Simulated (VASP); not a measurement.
## Si: single point with PBE

Si:

```
Si
1.0
     2.62054    0.00000    0.00000
    -1.31027    2.26946    0.00000
     0.00000    0.00000    2.58967
Si
1
Direct
  0.00000 0.00000 0.00000
```

This cell differs from its parent crystal: strain +0.000 along x and y, +0.050 along z.

```yaml
Program: VASP 6.6.1
Task: single point
Functional: PBE
Potentials_or_basis: VASP PAW PBE potentials, release 64 (Si)
Cutoff: 520 eV
k_mesh: 24 × 24 × 20
Occupations: gaussian, width 0.15 eV
Spin: no spin polarisation
Dipole_correction: no
Further_INCAR_settings: ALGO = Normal; EDIFF = 1e-07; NBANDS = 8
```

The pressure is -2.1 GPa and the band gap on the k mesh is zero (bands 2 and 3 overlap by 10.68 eV).

Stress tensor (GPa, compression positive):
```
 1.80  0.00  0.00
 0.00  1.80  0.00
 0.00  0.00 -9.90
```

Levels at points of the mesh, in eV from the Fermi level:
| k point | band 1 | band 2 | band 3 | band 4 | band 5 |
| --- | --- | --- | --- | --- | --- |
| (0.00, 0.00, 0.00) | -13.73 | 6.28 | 6.93 | 10.77 | 10.77 |
| (0.50, 0.00, 0.00) | -7.16 | -6.47 | 5.53 | 6.85 | 11.18 |
| (0.00, 0.00, 0.50) | -9.65 | -6.92 | 13.66 | 13.66 | 14.80 |
| (0.50, 0.00, 0.50) | -3.28 | -2.36 | -1.70 | 1.69 | 8.50 |

It took 59 s on 1 thread of Intel Xeon 8259CL (shared host), peak memory 0.18 GiB.

Caveat: the cell differs from its parent crystal (strain +0.000 along x and y, +0.050 along z).
